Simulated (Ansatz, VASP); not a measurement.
Y in VASP and in Ansatz

The input POSCAR:

```
Y
1.0
    3.6808463851      0.0000000000      0.0000000000
   -1.8404231926      3.1877064770      0.0000000000
    0.0000000000      0.0000000000      5.7206466204
Y
2
Direct
    0.3333333333      0.6666666667      0.2500000000
    0.6666666667      0.3333333333      0.7500000000
```

File INCAR.step1:

```
SYSTEM = Y
ALGO = Normal ; EDIFF = 1E-4
ENCUT = 520 ; GGA = PE
ISMEAR = -1 ; LASPH = .TRUE.
LCHARG = .FALSE. ; LREAL = .FALSE.
LWAVE = .TRUE. ; NBANDS = 18
NELM = 80 ; PREC = Accurate
SIGMA = 0.2
```

File INCAR.step2:

```
SYSTEM = Y
ALGO = Normal ; EDIFF = 1E-6
ENCUT = 520 ; ISIF = 2
ISMEAR = -1 ; ISTART = 1
LASPH = .TRUE. ; LCHARG = .FALSE.
LMIXTAU = .TRUE. ; LREAL = .FALSE.
LWAVE = .FALSE. ; METAGGA = R2SCAN
NBANDS = 18 ; NELM = 80
PREC = Accurate ; SIGMA = 0.2
```

Contents of KPOINTS:

```
k-points
0
G
  10 10 6
  0 0 0
```

Input for Ansatz:

```yaml
crystal:
  lattice:
    - [3.6808463851, 0.0, 0.0]
    - [-1.8404231926, 3.187706477, 0.0]
    - [0.0, 0.0, 5.7206466204]
  atoms:
    - { symbol: "Y", position: [0.3333333333, 0.6666666667, 0.25] }
    - { symbol: "Y", position: [0.6666666667, 0.3333333333, 0.75] }
hamiltonian:
  xc: r2scan
  pseudopotentials:
    kind: paw
    azcp:
      "Y": "pseudopotentials/Y.paw.azcp"
basis:
  ecutwfc: 500
  fft_grid_basis: typed
kpoints:
  mp_grid: { grid: [10, 10, 6], shift: [0, 0, 0] }
magnetization:
  spin_polarized: false
scf:
  occupations: { method: fermi_dirac, width: 0.2 }
  lower_state_search: "off"
output:
  stress: true
```

Alike in both runs: task single point; functional r2SCAN; k mesh 10 × 10 × 6; occupations fermi-dirac, width 0.2 eV; no spin polarisation.

|  | VASP | Ansatz |
| --- | --- | --- |
| version | VASP 6.6.1 | Ansatz 0.2.0 |
| potentials or method | VASP PAW PBE potentials, release 64 (Y_sv), cutoff 520 eV | plane waves (500 eV) with PAW, scalar-relativistic |
| valence electrons in the cell | 22 | 22 |

|  | VASP | Ansatz | Ansatz less VASP |
| --- | --- | --- | --- |
| pressure (GPa) | 0.3 | 0.3 | -0.02 |
| traceless stress, the component that is largest in VASP (GPa) | 0.36 | 0.35 | -0.014 |

VASP's potentials were made for PBE, not for r2SCAN.
